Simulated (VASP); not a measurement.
TiNb:

```xyz
2
Lattice="2.8401 0.0000 0.0000 -0.9438 2.6787 0.0000 0.0000 0.0000 4.6459" Properties=species:S:1:pos:R:3 pbc="T T T"
Ti    0.9482    1.3394    2.3230
Nb    0.0000    0.0000    0.0000
```

| Property | Result |
| --- | --- |
| Program | VASP 6.6.1 |
| Task | relaxation of cell and atoms |
| Functional | PBEsol |
| Potentials or basis | VASP PAW PBE potentials, release 64 (Ti_sv, Nb_sv) |
| Cutoff | 600 eV |
| k mesh | 10 × 10 × 6 |
| Occupations | fermi-dirac, width 0.1 eV |
| Spin | no spin polarisation |

At the start: pressure -5.8 GPa; volume 17.67 Å³/atom.

**Question.** Where does the relaxation end?

**Answer.** Over 5 steps the energy falls by 13.9 meV/atom and the volume is 16.92 Å³/atom (-4.2 %); space group Cmmm (No. 65, to 0.1 Å) before and after.

The path:
| step | energy change (eV) | largest force (eV/Å) | pressure (GPa) | volume (Å³) |
| --- | --- | --- | --- | --- |
| 1 | 0.0000 | 0.0000 | -5.76 | 35.35 |
| 2 | 0.0124 | 0.0000 | 8.02 | 32.19 |
| 3 | -0.0277 | 0.0000 | -0.05 | 33.87 |
| 4 | -0.0277 | 0.0000 | 0.07 | 33.85 |
| 5 | -0.0278 | 0.0000 | 0.07 | 33.84 |

Final structure:
```
Ti Nb
1.0
     2.79883   -0.00448    0.00000
    -0.93429    2.63829    0.00000
     0.00000    0.00000    4.58600
Ti Nb
1 1
Direct
  0.50000 0.50000 0.50000
  0.00000 0.00000 0.00000
```

Caveat: the PAW data sets were made with another functional, which shifts forces and pressure a little.
